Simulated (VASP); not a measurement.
A run of VASP 6.6.1:

File INCAR:

```
SYSTEM = BaTiO3
  ALGO = Normal
  EDIFF = 1E-7
  ENCUT = 520
  GGA = PS
  ISIF = 2
  ISMEAR = 0
  LASPH = .True.
  LCHARG = .False.
  LREAL = .False.
  LWAVE = .False.
  NBANDS = 28
  NELM = 60
  PREC = Accurate
  SIGMA = 0.02
```

Contents of KPOINTS:

```
k-points
0
Gamma
  8 8 8
  0 0 0
```

File POSCAR:

```
BaTiO3
1.0
    3.9554885124      0.0000000000      0.0000000000
    0.0000000000      3.9554885124      0.0000000000
    0.0000000000      0.0000000000      4.1047002037
Ba Ti O
1 1 3
Direct
    0.5000000000      0.5000000000      0.5861068350
    0.0000000000      0.0000000000      0.1026767514
    0.0000000000      0.5000000000      0.0619595066
    0.5000000000      0.0000000000      0.0619595066
    0.0000000000      0.0000000000      0.5472943903
```

Potentials or basis: VASP PAW PBE potentials, release 64 (Ba_sv, Ti_sv, O).

Run with:

```bash
$ cat potpaw_PBE.64/Ba_sv/POTCAR potpaw_PBE.64/Ti_sv/POTCAR potpaw_PBE.64/O/POTCAR > POTCAR
$ mpirun -np 1 vasp_std > vasp.out
```

Hardware: 1 thread of AMD EPYC 7R43 64-Core Processor (Zen 3) (shared host).

How long does it take, and how much memory?

Run time: 2.1 min on 1 thread of AMD EPYC 7R43 64-Core Processor (Zen 3), on a shared host, peak memory 0.24 GiB. Counts: scf iterations 18, k points 75.
